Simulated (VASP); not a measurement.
Mo, 1 atom in the cell. It takes space group P6/mmm (No. 191, hexagonal). The conventional cell has a = 2.736 Å, b = 2.736 Å, c = 2.555 Å, α = 90.00°, β = 90.00°, γ = 120.00°. Within 3.4 Å of Mo (site symmetry 6/mmm) lie 8 Mo at 2.56 to 2.74 Å. This isn't the form of Mo at room conditions, which is bcc.

* Program: VASP 6.6.1
* Task: single point
* Functional: PBEsol
* Potentials or basis: VASP PAW PBE potentials, release 64 (Mo_sv)
* Cutoff: 500 eV
* k mesh: 8 × 8 × 7
* Occupations: methfessel-paxton, width 0.1 eV
* Spin: no spin polarisation
* Dipole correction: no
* Further INCAR settings: ALGO = Normal; EDIFF = 1e-06; NBANDS = 13

Potentials or basis: VASP PAW PBE potentials, release 64 (Mo_sv).

Launch:

```bash
$ cat potpaw_PBE.64/Mo_sv/POTCAR > POTCAR
$ mpirun -np 1 vasp_std > vasp.out
```

Hardware: 1 thread of Intel(R) Xeon(R) Platinum 8559C (Emerald Rapids), on a shared host.

Question: Estimate the wall time of this run.

Answer: It took 4.7 s on 1 thread of Intel(R) Xeon(R) Platinum 8559C (Emerald Rapids) (shared host), peak memory 0.12 GiB. Counts: scf iterations 11, k points 40.
